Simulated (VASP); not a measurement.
# Bi (Im-3m) in VASP: further runs

The runs below take Bi through single point, relaxation of cell and atoms, with PBEsol.

Everything below comes from runs of VASP 6.6.1. Logs are shortened: lines on timing, memory, paths and dates and some standing lists are left out, and cuts for length are marked.

## (1) The cell of the first run

It takes space group Im-3m (No. 229, cubic). The conventional cell has a = 3.938 Å, b = 3.938 Å, c = 3.938 Å, α = 90.00°, β = 90.00°, γ = 90.00°. Within 4.5 Å of Bi (site symmetry m-3m) lie 14 Bi at 3.41 to 3.94 Å.

This isn't the form of Bi at room conditions, which is rhombohedral.

## (2) Single point, PBEsol

INCAR

```
SYSTEM = Bi
PREC     = Accurate       ! precision mode
ENCUT    = 500            ! plane-wave cutoff, eV
EDIFF    = 1E-6           ! SCF threshold, eV
ISMEAR   = 1              ! smearing method
SIGMA    = 0.05           ! smearing width, eV
LREAL    = .False.        ! projectors in reciprocal space
LASPH    = .True.         ! aspherical terms in the spheres
NELM     = 120            ! most SCF steps
ALGO     = Normal         ! electronic algorithm
ISIF     = 2              ! what is computed and relaxed
LWAVE    = .False.        ! write WAVECAR
LCHARG   = .True.         ! write CHGCAR
GGA      = PS             ! functional
LELF     = .True.         ! ELF
LVHAR    = .True.       
NBANDS   = 14             ! bands
GGA_COMPAT= .False.
```

KPOINTS

```
Automatic mesh
0
Gamma
  7 7 7
  0 0 0
```

POSCAR

```
Bi
1.0
   -1.9688403366      1.9688403366      1.9688403366
    1.9688403366     -1.9688403366      1.9688403366
    1.9688403366      1.9688403366     -1.9688403366
Bi
1
Direct
    0.0000000000      0.0000000000      0.0000000000
```

Potentials or basis: VASP PAW PBE potentials, release 64 (Bi_d).

Command:

```bash
cat potpaw_PBE.64/Bi_d/POTCAR > POTCAR
mpirun -np 1 vasp_std > vasp.out
```

OUTCAR:

```text
SYSTEM = Bi
   PREC = Accurate
   ENCUT = 500
   EDIFF = 1E-6
   ISMEAR = 1
   LREAL = .False.
   LASPH = .True.
   NELM = 120
   ISIF = 2
   GGA = PS

 ion  position               nearest neighbor table
   1  0.000  0.000  0.000-

  LATTYP: Found a body centered cubic cell.
 ALAT       =     3.9376806732

  Lattice vectors:

 A1 = (  -1.9688403366,   1.9688403366,   1.9688403366)
 A2 = (   1.9688403366,  -1.9688403366,   1.9688403366)
 A3 = (   1.9688403366,   1.9688403366,  -1.9688403366)

Analysis of symmetry for initial positions (statically):
=====================================================================
 Subroutine PRICEL returns:
 Original cell was already a primitive cell.

 Routine SETGRP: Setting up the symmetry group for a
 body centered cubic supercell.

 Subroutine GETGRP returns: Found 48 space group operations
 (whereof 48 operations were pure point group operations)
 out of a pool of 48 trial point group operations.

The static configuration has the point symmetry O_h .

Analysis of symmetry for dynamics (positions and initial velocities):
=====================================================================
 Subroutine PRICEL returns:
 Original cell was already a primitive cell.

 Routine SETGRP: Setting up the symmetry group for a
 body centered cubic supercell.

 Subroutine GETGRP returns: Found 48 space group operations
 (whereof 48 operations were pure point group operations)
 out of a pool of 48 trial point group operations.

The dynamic configuration has the point symmetry O_h .

 Subroutine INISYM returns: Found 48 space group operations
 (whereof 48 operations are pure point group operations),
 and found     1 'primitive' translations

----------------------------------------------------------------------------------------

                                     Primitive cell

  volume of cell :      30.5275

  direct lattice vectors                    reciprocal lattice vectors
    -1.968840337  1.968840337  1.968840337     0.000000000  0.253956601  0.253956601
     1.968840337 -1.968840337  1.968840337     0.253956601  0.000000000  0.253956601
     1.968840337  1.968840337 -1.968840337     0.253956601  0.253956601  0.000000000

  length of vectors
     3.410131495  3.410131495  3.410131495     0.359148870  0.359148870  0.359148870

  position of ions in fractional coordinates (direct lattice)
[... 78 lines left out ...]
   ISIF   =      2    stress and relaxation
   ISYM   =      2    0-nonsym 1-usesym 2-fastsym
   POTIM  = 0.5000    time-step for ionic-motion
   TEBEG  =    0.0;   TEEND  =   0.0 temperature during run
   PSTRESS=    0.0 pullay stress
   NELECT =      15.0000    total number of electrons
   NUPDOWN=      -1.0000    fix difference up-down
   EMIN   =  10.00;   EMAX   =-10.00  energy-range for DOS
   EFERMI =   0.00;   METHOD = LEGACY
   ISMEAR =     1;   SIGMA  =   0.05  broadening in eV -4-tet -1-fermi 0-gaus
   EFERMI_NEDOS =   21; number of points for ismear=-14 and -15
   IALGO  =     38    algorithm
   IMIX   =      4    mixing-type and parameters
     AMIX     =   0.40;   BMIX     =  1.00
     AMIX_MAG =   1.60;   BMIX_MAG =  1.00
  volume/ion in A,a.u.               =      30.53       206.01
  Fermi-wavevector in a.u.,A,eV,Ry     =   1.291838  2.441220 22.706024  1.668846
  Thomas-Fermi vector in A             =   2.423583
   LORBIT       =      0    0 simple, 1 ext, 2 COOP (PROOUT), +10 PAW based schemes
   GGA     = PS    functional components
   LHFCALC =     F    Hartree Fock is set to
   AEXX    =    0.0000 exact exchange contribution
   IVDW    =     0    specifies the selected vdW correction
   LEPSILON=     F    determine dielectric tensor
   LRPA    =     F    only Hartree local field effects (RPA)
 non-spin polarized calculation
 Methfessel and Paxton  Order N= 1 SIGMA  =   0.05
  energy-cutoff  :      500.00
  volume of cell :       30.53
 maximum number of plane-waves:       784
 NGX is ok and might be reduce to    28
   NGX = 13   NGY = 13   NGZ = 13

 number of electron      14.9999994 magnetization

 Free energy of the ion-electron system (eV)
  ---------------------------------------------------
  ext. energy  EPLUGINS =         0.00000000
  ---------------------------------------------------
  free energy    TOTEN  =        -4.17298848 eV

  energy without entropy =       -4.17236796  energy(sigma->0) =       -4.17278164

 E-fermi :   7.9065     XC(G=0): -10.5285

 val. band max:        7.8581262106   @ k =   0.4286   0.1429  -0.0000
 cond. band min:       7.9114660632   @ k =  -0.4286   0.4286   0.2857
 fundamental gap:      0.0533398526
 Fermi energy:         7.9064833346

 k-point     1 :       0.0000    0.0000    0.0000
  band No.  band energies     occupation
      1     -14.9581      2.00000
      2     -14.9581      2.00000
      3     -14.9581      2.00000
      4     -14.8189      2.00000
      5     -14.8189      2.00000
      6      -5.6734      2.00000
      7      13.2500      0.00000
      8      13.2500      0.00000
      9      13.2500      0.00000
     10      17.3415      0.00000
     11      18.4685      0.00000
     12      18.4685      0.00000
     13      18.4685      0.00000
     14      19.8075      0.00000
[... 309 lines left out ...]
      1     -14.9626      2.00000
      2     -14.9549      2.00000
      3     -14.7647      2.00000
      4     -14.7647      2.00000
      5     -14.7618      2.00000
      6      -0.6713      2.00000
      7       5.9008      2.00000
      8       6.3763      2.00000
      9       6.3763      2.00000
     10      11.6403      0.00000
     11      12.6342      0.00000
     12      23.0086      0.00000
     13      24.6270      0.00000
     14      24.6436      0.00000

------------------------ aborting loop because EDIFF is reached ----------------------------------------

  FORCE on cell =-STRESS in cart. coord.  units (eV):
  Direction    XX          YY          ZZ          XY          YZ          ZX
  --------------------------------------------------------------------------------------
  -------------------------------------------------------------------------------------
  Total       -0.0143435     -0.0143435     -0.0143435      0.0000000     -0.0000000      0.0000000
  in kB       -0.7527933     -0.7527933     -0.7527933      0.0000000     -0.0000000      0.0000000
  external PRESSURE =      -0.7527933 kB  Pullay stress =       0.0000000 kB

 VOLUME and BASIS-vectors are now :
 -----------------------------------------------------------------------------
  energy-cutoff  :      500.00
  volume of cell :       30.53
      direct lattice vectors                 reciprocal lattice vectors
    -1.968840337  1.968840337  1.968840337     0.000000000  0.253956601  0.253956601
     1.968840337 -1.968840337  1.968840337     0.253956601  0.000000000  0.253956601
     1.968840337  1.968840337 -1.968840337     0.253956601  0.253956601  0.000000000

 POSITION                                       TOTAL-FORCE (eV/Angst)
 -----------------------------------------------------------------------------------
      0.00000      0.00000      0.00000        -0.000000      0.000000      0.000000
 -----------------------------------------------------------------------------------
    total drift:                                0.000000      0.000000      0.000000

  FREE ENERGIE OF THE ION-ELECTRON SYSTEM (eV)
  ---------------------------------------------------
  free  energy   TOTEN  =        -4.1729884811 eV

  energy  without entropy=       -4.1723679638  energy(sigma->0) =       -4.17278164
```

stdout:

```text
POSCAR found type information on POSCAR Bi
 POSCAR found :  1 types and       1 ions
 scaLAPACK will be used
 -----------------------------------------------------------------------------
|                                                                             |
|                                                                             |
|     You enforced a specific xc type in the INCAR file but a different       |
|     I HOPE YOU KNOW WHAT YOU ARE DOING!                                     |
|                                                                             |
 -----------------------------------------------------------------------------

 LDA part: xc-table for (Slater+PW92), standard interpolation
 POSCAR, INCAR and KPOINTS ok, starting setup
 FFT: planning ... GRIDC
 FFT: planning ... GRID_SOFT
 FFT: planning ... GRID
 WAVECAR not read
 entering main loop
```

Wall time 6.9 s (1 thread of AMD EPYC 7R13 (Zen 3), shared host); peak memory 0.12 GiB.

Results:

* Free energy: -4.1730 eV
* Pressure: -0.1 GPa
* Band gap on the k mesh: zero (an odd number of electrons rules out a gap without spin polarisation)

Levels at points of the mesh, in eV from the Fermi level:
| k point | band 4 | band 5 | band 6 | band 7 | band 8 | band 9 | band 10 | band 11 |
| --- | --- | --- | --- | --- | --- | --- | --- | --- |
| (0.00, 0.00, 0.00) | -22.73 | -22.73 | -13.58 | 5.34 | 5.34 | 5.34 | 9.44 | 10.56 |

Caveat: the PAW data sets were made with another functional, which shifts forces and pressure a little; spin-orbit coupling is left out, which moves the levels of the heavy elements.

## (3) Relaxation of cell and atoms, PBEsol

This run uses another cell than the first one, of 34.97 Å³/atom.

INCAR

```
PREC = Accurate
ENCUT = 500
EDIFF = 1E-7
ISMEAR = 1
SIGMA = 0.05
LREAL = False
LASPH = True
NELM = 120
ALGO = Normal
ISIF = 3
LWAVE = False
LCHARG = False
GGA = PS
IBRION = 2
NSW = 80
EDIFFG = -0.03
GGA_COMPAT = False
NELMIN = 4
```

KPOINTS

```
Automatic mesh
0
Gamma
  7 7 7
```

POSCAR

```
Bi
1.0
   -2.0600000000      2.0600000000      2.0600000000
    2.0600000000     -2.0600000000      2.0600000000
    2.0600000000      2.0600000000     -2.0600000000
Bi
1
Direct
    0.0000000000      0.0000000000      0.0000000000
```

Potentials or basis: VASP PAW PBE potentials, release 64 (Bi_d).

Command:

```bash
cat potpaw_PBE.64/Bi_d/POTCAR > POTCAR
mpirun -np 1 vasp_std > vasp.out
```

Run time: 15 s. Hardware: 1 thread of AMD EPYC 7R13 (Zen 3), shared host; peak memory 0.13 GiB.

It converged, with:

| Quantity | Value |
| --- | --- |
| Free energy | -4.1753 eV |
| Relaxed volume | 30.51 Å³/atom |
| Relaxed cell | a = 3.409 Å, b = 3.409 Å, c = 3.409 Å, α = 109.47°, β = 109.47°, γ = 109.47° |
| Space group after relaxing (to 0.1 Å) | Im-3m (No. 229) |
| Energy gained by relaxing | 93.1 meV/atom |
| Ionic steps | 3 |
| Pressure after relaxing | -0.1 GPa |
| Band gap on the k mesh | zero (an odd number of electrons rules out a gap without spin polarisation) |

The path:
```
step  energy change (eV)  largest force (eV/Å)  pressure (GPa)  volume (Å³)
   1              0.0000                0.0000           -5.86        34.97
   2             -0.0755                0.0000            3.74        28.88
   3             -0.0931                0.0000           -0.06        30.51
```

Final structure:
```xyz
1
Lattice="-1.9684 1.9684 1.9684 1.9684 -1.9684 1.9684 1.9684 1.9684 -1.9684" Properties=species:S:1:pos:R:3 pbc="T T T"
Bi    0.0000    0.0000    0.0000
```

Levels at points of the mesh, in eV from the Fermi level:
```csv
k point,band 4,band 5,band 6,band 7,band 8,band 9,band 10,band 11
"(0.00, 0.00, 0.00)",-22.73,-22.73,-13.58,5.35,5.35,5.35,9.44,10.56
```

Caveat: the PAW data sets were made with another functional, which shifts forces and pressure a little; spin-orbit coupling is left out, which moves the levels of the heavy elements.

The gap in the log of VASP goes by the Fermi energy; the results here count the filled bands.